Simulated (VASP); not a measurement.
# Ni3Ge (Pm-3m) in VASP: notebook, part 2 of 2

VASP 6.6.1. The steps go on from the part before.

### 4 Single point, r2SCAN+D4, collinear spin, ferromagnetic start

Contents of POSCAR:

```
Ni3Ge
1.0
    3.5303340000      0.0000000000      0.0000000000
    0.0000000000      3.5303340000      0.0000000000
    0.0000000000      0.0000000000      3.5303340000
Ni Ge
3 1
Direct
    0.5000000000      0.0000000000      0.5000000000
    0.0000000000      0.5000000000      0.5000000000
    0.5000000000      0.5000000000      0.0000000000
    0.0000000000      0.0000000000      0.0000000000
```

Contents of INCAR.step1:

```
SYSTEM = Ni3Ge
PREC = Accurate
ENCUT = 520
ISMEAR = -1
SIGMA = 0.2
LREAL = .False.
LASPH = .True.
NELM = 150
ISPIN = 2
MAGMOM = 0.96 0.96 0.96 0.11
NUPDOWN = 2.7
LMAXMIX = 4
NBANDS = 34
GGA = PE
ALGO = Normal
EDIFF = 1E-4
LWAVE = .True.
LCHARG = .False.
```

Contents of INCAR.step2:

```
SYSTEM = Ni3Ge
PREC = Accurate
ENCUT = 520
EDIFF = 1E-6
ISMEAR = -1
SIGMA = 0.2
LREAL = .False.
LASPH = .True.
NELM = 150
ALGO = Normal
ISIF = 2
LWAVE = .False.
LCHARG = .False.
ISPIN = 2
MAGMOM = 0.96 0.96 0.96 0.11
LORBIT = 11
NUPDOWN = 2.7
LMAXMIX = 4
METAGGA = R2SCAN
LMIXTAU = .True.
IVDW = 13
VDW_S6 = 1.0
VDW_S8 = 0.6018749
VDW_A1 = 0.51559235
VDW_A2 = 5.77342911
NBANDS = 34
ISTART = 1
```

Contents of KPOINTS:

```
Automatic mesh
0
Gamma
  7 7 7
  0.5 0.5 0.5
```

Potentials or basis: VASP PAW PBE potentials, release 64 (Ni, Ge_d).

On the command line:

```bash
cat potpaw_PBE.64/Ni/POTCAR potpaw_PBE.64/Ge_d/POTCAR > POTCAR
cp INCAR.step1 INCAR
mpirun -np 1 vasp_std > vasp.out
cp INCAR.step2 INCAR
mpirun -np 1 vasp_std > vasp.out
```

OUTCAR:

```text
SYSTEM = Ni3Ge
   PREC = Accurate
   ENCUT = 520
   EDIFF = 1E-6
   ISMEAR = -1
   LREAL = .False.
   LASPH = .True.
   NELM = 150
   ISIF = 2
   ISPIN = 2
   LORBIT = 11
   NUPDOWN = 2.7
   METAGGA = R2SCAN
   IVDW = 13
   ISTART = 1

 ion  position               nearest neighbor table
   1  0.500  0.000  0.500-   2 2.50   3 2.50   4 2.50   3 2.50   4 2.50   2 2.50   3 2.50   3 2.50
                             2 2.50   4 2.50   4 2.50   2 2.50
   2  0.000  0.500  0.500-   1 2.50   3 2.50   4 2.50   3 2.50   4 2.50   1 2.50   4 2.50   4 2.50
                             1 2.50   3 2.50   3 2.50   1 2.50
   3  0.500  0.500  0.000-   1 2.50   2 2.50   4 2.50   1 2.50   2 2.50   1 2.50   4 2.50   1 2.50
                             2 2.50   4 2.50   2 2.50   4 2.50
   4  0.000  0.000  0.000-   1 2.50   2 2.50   3 2.50   1 2.50   2 2.50   2 2.50   3 2.50   2 2.50
                             1 2.50   3 2.50   1 2.50   3 2.50

  LATTYP: Found a simple cubic cell.
 ALAT       =     3.5303340000

  Lattice vectors:

 A1 = (   3.5303340000,   0.0000000000,   0.0000000000)
 A2 = (   0.0000000000,   3.5303340000,   0.0000000000)
 A3 = (   0.0000000000,   0.0000000000,   3.5303340000)

Analysis of symmetry for initial positions (statically):
=====================================================================
 Subroutine PRICEL returns:
 Original cell was already a primitive cell.

 Routine SETGRP: Setting up the symmetry group for a
 simple cubic supercell.

 Subroutine GETGRP returns: Found 48 space group operations
 (whereof 48 operations were pure point group operations)
 out of a pool of 48 trial point group operations.

The static configuration has the point symmetry O_h .

Analysis of symmetry for dynamics (positions and initial velocities):
=====================================================================
 Subroutine PRICEL returns:
 Original cell was already a primitive cell.

 Routine SETGRP: Setting up the symmetry group for a
 simple cubic supercell.

 Subroutine GETGRP returns: Found 48 space group operations
[... 167 lines left out ...]
 cond. band min:       9.9395412980   @ k =   0.2143   0.0714   0.0714
 fundamental gap:     -1.0531609070
 Fermi energy:        11.1628980182

 spin component 1

 k-point     1 :       0.0714    0.0714    0.0714
  band No.  band energies     occupation
      1     -14.8446      1.00000
      2     -14.8446      1.00000
      3     -14.8315      1.00000
      4     -14.8315      1.00000
      5     -14.8314      1.00000
      6      -2.6968      1.00000
[... 729 lines left out ...]
     33      31.7908      0.00000
     34      31.7908      0.00000
 Fermi energy:         9.8937249423

 spin component 2

 k-point     1 :       0.0714    0.0714    0.0714
  band No.  band energies     occupation
      1     -14.8134      1.00000
      2     -14.8134      1.00000
      3     -14.8021      1.00000
      4     -14.8021      1.00000
      5     -14.8021      1.00000
      6      -2.5400      1.00000
[... 729 lines left out ...]
     33      31.8579      0.00000
     34      31.8579      0.00000

------------------------ aborting loop because EDIFF is reached ----------------------------------------

  DFT-D4 for vdW energy calculation

  Edisp (eV):   -0.67373

  FORCE on cell =-STRESS in cart. coord.  units (eV):
  Direction    XX          YY          ZZ          XY          YZ          ZX
  --------------------------------------------------------------------------------------
  -------------------------------------------------------------------------------------
  Total       1.85825     1.85825     1.85825    -0.00000     0.00000     0.00000
  in kB      67.66554    67.66554    67.66554    -0.00000     0.00000     0.00000
  external pressure =       67.67 kB  Pullay stress =        0.00 kB

 VOLUME and BASIS-vectors are now :
 -----------------------------------------------------------------------------
  energy-cutoff  :      520.00
  volume of cell :       44.00
      direct lattice vectors                 reciprocal lattice vectors
     3.530334000  0.000000000  0.000000000     0.283259318  0.000000000  0.000000000
     0.000000000  3.530334000  0.000000000     0.000000000  0.283259318  0.000000000
     0.000000000  0.000000000  3.530334000     0.000000000  0.000000000  0.283259318

 POSITION                                       TOTAL-FORCE (eV/Angst)
 -----------------------------------------------------------------------------------
      1.76517      0.00000      1.76517         0.000000      0.000000      0.000000
      0.00000      1.76517      1.76517         0.000000      0.000000      0.000000
      1.76517      1.76517      0.00000         0.000000      0.000000      0.000000
      0.00000      0.00000      0.00000         0.000000      0.000000      0.000000
 -----------------------------------------------------------------------------------
    total drift:                                0.000000      0.000000      0.000000

  FREE ENERGIE OF THE ION-ELECTRON SYSTEM (eV)
  ---------------------------------------------------
  free  energy   TOTEN  =       -50.8926748456 eV

  energy  without entropy=      -50.5058873755  energy(sigma->0) =      -50.69928111

 total charge

# of ion       s       p       d       tot
------------------------------------------
    1        0.495   0.593   8.364   9.452
    2        0.495   0.593   8.364   9.452
    3        0.495   0.593   8.364   9.452
    4        1.066   1.328  10.139  12.533
--------------------------------------------------
tot          2.552   3.106  35.232  40.891

 magnetization (x)

# of ion       s       p       d       tot
------------------------------------------
    1        0.002   0.012   0.834   0.849
    2        0.002   0.012   0.834   0.849
    3        0.002   0.012   0.834   0.849
    4        0.029   0.104  -0.006   0.127
--------------------------------------------------
tot          0.036   0.140   2.497   2.673
```

OUTCAR.step1:

```text
SYSTEM = Ni3Ge
   PREC = Accurate
   ENCUT = 520
   ISMEAR = -1
   LREAL = .False.
   LASPH = .True.
[... 1726 lines left out ...]
      0.00000      1.76517      1.76517         0.000000      0.000000      0.000000
      1.76517      1.76517      0.00000         0.000000      0.000000      0.000000
      0.00000      0.00000      0.00000         0.000000      0.000000      0.000000
 -----------------------------------------------------------------------------------
    total drift:                                0.000000      0.000000      0.000000

  FREE ENERGIE OF THE ION-ELECTRON SYSTEM (eV)
  ---------------------------------------------------
  free  energy   TOTEN  =       -21.3223049682 eV

  energy  without entropy=      -20.8440456669  energy(sigma->0) =      -21.08317532
```

OSZICAR.step1:

```text
N       E                     dE             d eps       ncg     rms          rms(c)
DAV:   1     0.317612482469E+03    0.31761E+03   -0.18887E+04  3110   0.293E+03
DAV:   2     0.177621067134E+02   -0.29985E+03   -0.27834E+03  2720   0.481E+02
DAV:   3    -0.233392214458E+02   -0.41101E+02   -0.39660E+02  2832   0.151E+02
DAV:   4    -0.246947085242E+02   -0.13555E+01   -0.13521E+01  3094   0.312E+01
DAV:   5    -0.247207001543E+02   -0.25992E-01   -0.25988E-01  3704   0.378E+00    0.190E+01
DAV:   6    -0.234142028424E+02    0.13065E+01   -0.21656E+01  3116   0.716E+01    0.146E+01
DAV:   7    -0.213853933876E+02    0.20288E+01   -0.68757E+00  3092   0.390E+01    0.469E+00
DAV:   8    -0.213454246426E+02    0.39969E-01   -0.19503E-01  3194   0.345E+00    0.259E+00
DAV:   9    -0.213250395821E+02    0.20385E-01   -0.14591E-02  3846   0.145E+00    0.619E-01
DAV:  10    -0.213228242851E+02    0.22153E-02   -0.27240E-03  3818   0.566E-01    0.235E-01
DAV:  11    -0.213222866581E+02    0.53763E-03   -0.68320E-04  3376   0.319E-01    0.654E-02
DAV:  12    -0.213223049682E+02   -0.18310E-04   -0.99387E-05  1936   0.734E-02
   1 F= -.21322305E+02 E0= -.21083175E+02  d E =-.478259E+00  mag=     2.6998
```

Run time: 1.9 min. Hardware: 1 thread of Intel Xeon 6975P-C (Granite Rapids), shared host; peak memory 0.2 GiB.

What came out:

| Quantity | Value |
| --- | --- |
| Free energy | -50.8927 eV |
| Pressure | 6.8 GPa |
| Net moment | 2.70 μB per cell |
| Site moments | Ni +0.85; Ge +0.13 μB |
| Valence electrons inside the program's atomic spheres | Ni 9.45; Ge 12.53 |
| Dispersion energy per atom | -0.168 eV |

Caveat: the PAW data sets were made with another functional, which shifts forces and pressure a little; the total moment is fixed, so each spin has its own Fermi level.

### 5 Summary

```tsv
spin	fixed moment (μB)	pressure (GPa)	moment (μB)
collinear, zero start	0.0	-0.5	0.00
collinear, ferromagnetic start	1.3	1.4	1.30
collinear, ferromagnetic start	2.7	6.8	2.70
```

Alike in all rows: task single point; level r2SCAN+D4; potentials or basis VASP PAW PBE potentials, release 64 (Ni, Ge_d); cell as given; k mesh 7 × 7 × 7, shifted; cutoff (eV) 520; smearing fermi-dirac 0.2 eV.

Caveats: the PAW data sets were made with another functional, which shifts forces and pressure a little; the total moment is fixed, so each spin has its own Fermi level.

Absolute energies hang on the potentials; compare differences alone.
